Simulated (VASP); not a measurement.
## LiCl: single point with PBEsol

LiCl:

```xyz
2
Lattice="0.0000 2.5006 2.6289 2.5006 0.0000 2.6289 2.5006 2.5006 0.0000" Properties=species:S:1:pos:R:3 pbc="T T T"
Li    0.0000    0.0000    0.0000
Cl    2.5006    2.5006    2.6289
```

This cell differs from its parent crystal: strain -0.025 along x and y, +0.025 along z.

| Item | Value |
| --- | --- |
| Program | VASP 6.6.1 |
| Task | single point |
| Functional | PBEsol |
| Potentials or basis | VASP PAW PBE potentials, release 64 (Li_sv, Cl) |
| Cutoff | 520 eV |
| k mesh | 8 × 8 × 8 |
| Occupations | gaussian, width 0.05 eV |
| Spin | no spin polarisation |

```json
{
 "Band gap on the k mesh": "6.21 eV"
}
```

Levels at points of the mesh, in eV from the valence-band top:
```csv
k point,band 3,band 4,band 5,band 6,band 7,band 8
"(0.00, 0.00, 0.00)",-0.12,-0.12,0.00,6.21,11.48,11.93
"(0.50, 0.00, 0.00)",-3.05,-0.42,-0.28,6.50,9.15,9.54
"(0.50, 0.50, 0.00)",-3.16,-1.14,-1.14,7.86,8.14,11.97
"(0.50, 0.00, 0.50)",-3.16,-1.48,-1.13,7.73,7.91,12.66
```

Run time: 24 s on 1 thread of Intel Xeon 8259CL, on a shared host, peak memory 0.16 GiB.

Caveat: the cell differs from its parent crystal (strain -0.025 along x and y, +0.025 along z). A k mesh can miss the band edges.
